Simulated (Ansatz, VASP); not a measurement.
AlN in VASP and in Ansatz

The input INCAR:

```
SYSTEM = AlN
ALGO = Normal
EDIFF = 1E-6
ENCUT = 520
GGA = PE
ISIF = 2
ISMEAR = -1
LASPH = .TRUE.
LCHARG = .FALSE.
LREAL = .FALSE.
LWAVE = .FALSE.
NBANDS = 11
NELM = 80
PREC = Accurate
SIGMA = 0.02
```

Contents of KPOINTS:

```
k-points
0
G
  10 10 10
  0 0 0
```

The input POSCAR:

```
AlN
1.0
    0.0000000000      2.0550061906      2.0188684454
    2.0550061906      0.0000000000      2.0188684454
    2.0550061906      2.0550061906      0.0000000000
Al N
1 1
Direct
    0.0000000000      0.0000000000      0.0000000000
    0.5000000000      0.5000000000      0.5000000000
```

Input for Ansatz:

```yaml
crystal:
  lattice:
    - [0.0, 2.0550061906, 2.0188684454]
    - [2.0550061906, 0.0, 2.0188684454]
    - [2.0550061906, 2.0550061906, 0.0]
  atoms:
    - { symbol: Al, position: [0.0, 0.0, 0.0] }
    - { symbol: "N", position: [0.5, 0.5, 0.5] }
kpoints:
  mp_grid: { grid: [10, 10, 10] }
  band_path:
    path:
      - [0.0, 0.0, 0.0]
      - [0.5, 0.0, 0.5]
      - [0.625, 0.25, 0.625]
      - [0.375, 0.375, 0.75]
      - [0.5, 0.5, 0.5]
      - [0.5, 0.25, 0.75]
    npoints: 1
hamiltonian:
  xc: pbe
scf:
  occupations: { method: fermi_dirac, width: 0.02 }
  n_extra_bands: 4
output:
  forces: true
  stress: true
  eigenvalues: true
```

Change from the starting cell: biaxial_xy strain +1.8%.

Alike in both runs: task single point; functional PBE; k mesh 10 × 10 × 10; occupations fermi-dirac, width 0.02 eV; no spin polarisation.

```csv
,VASP,Ansatz
version,VASP 6.6.1,Ansatz 0.2.0
potentials or method,"VASP PAW PBE potentials, release 64 (Al, N)","plane waves, PAW"
plane-wave cutoff (eV),520,420
valence electrons in the cell,8,8
```

|  | VASP | Ansatz | Ansatz less VASP |
| --- | --- | --- | --- |
| gap on the k mesh at the Fermi level (eV) | 4.16 | 4.19 | +0.023 |
| pressure (GPa) | -2.9 | -2.6 | +0.26 |
| traceless stress, the component that is largest in VASP (GPa) | 2.88 | 2.89 | +0.015 |

The functional is the same, so the differences come from potentials, cutoffs and numerics.
